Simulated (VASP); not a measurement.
Set up this calculation in VASP 6.6.1, as the native input.

```yaml
Task: single point
Functional: r2SCAN
Potentials_or_basis: VASP PAW PBE potentials, release 64 (Cd, F)
Cutoff: 520 eV
k_mesh: 12 × 12 × 12
Occupations: fermi-dirac, width 0.1 eV
Spin: no spin polarisation
Dipole_correction: no
Further_INCAR_settings: ALGO = Normal; EDIFF = 1e-06; NBANDS = 20
```

Crystal: CdF2.

```
Cd F
1.0
     2.69400    2.69400    0.00000
    -2.69400    2.69400    0.00000
     0.00000    2.69400    2.69400
Cd F
1 2
Direct
  0.00000 0.00000 0.00000
  0.25000 0.75000 0.50000
  0.75000 0.25000 0.50000
```

These files were run (other wordings do the same):

POSCAR

```
CdF2
1.0
    2.6940000000      2.6940000000      0.0000000000
   -2.6940000000      2.6940000000      0.0000000000
    0.0000000000      2.6940000000      2.6940000000
Cd F
1 2
Direct
    0.0000000000      0.0000000000      0.0000000000
    0.2500000000      0.7500000000      0.5000000000
    0.7500000000      0.2500000000      0.5000000000
```

INCAR.step1

```
SYSTEM = CdF2
ALGO = Normal ; EDIFF = 1E-4
ENCUT = 520 ; GGA = PE
ISMEAR = -1 ; LASPH = .True.
LCHARG = .False. ; LREAL = .False.
LWAVE = .True. ; NBANDS = 20
NELM = 60 ; PREC = Accurate
SIGMA = 0.1
```

INCAR.step2

```
SYSTEM = CdF2
ALGO = Normal ; EDIFF = 1E-6
ENCUT = 520 ; ISIF = 2
ISMEAR = -1 ; ISTART = 1
LASPH = .True. ; LCHARG = .False.
LMIXTAU = .True. ; LREAL = .False.
LWAVE = .False. ; METAGGA = R2SCAN
NBANDS = 20 ; NELM = 60
PREC = Accurate ; SIGMA = 0.1
```

KPOINTS

```
k-points
0
Gamma
  12 12 12
  0 0 0
```

Potentials or basis: VASP PAW PBE potentials, release 64 (Cd, F).

Command:

```sh
$ cat potpaw_PBE.64/Cd/POTCAR potpaw_PBE.64/F/POTCAR > POTCAR
$ cp INCAR.step1 INCAR
$ mpirun -np 1 vasp_std > vasp.out
$ cp INCAR.step2 INCAR
$ mpirun -np 1 vasp_std > vasp.out
```

Results of the run:

| Property | Result |
| --- | --- |
| Pressure | 1.0 GPa |
| Band gap on the k mesh | 3.75 eV, indirect (least direct gap 4.25 eV) |

Caveat: the PAW data sets were made with another functional, which shifts forces and pressure a little.

It took 4.7 min on 1 thread of Oxide Virtual Turin-like Processor (shared host), peak memory 0.15 GiB.
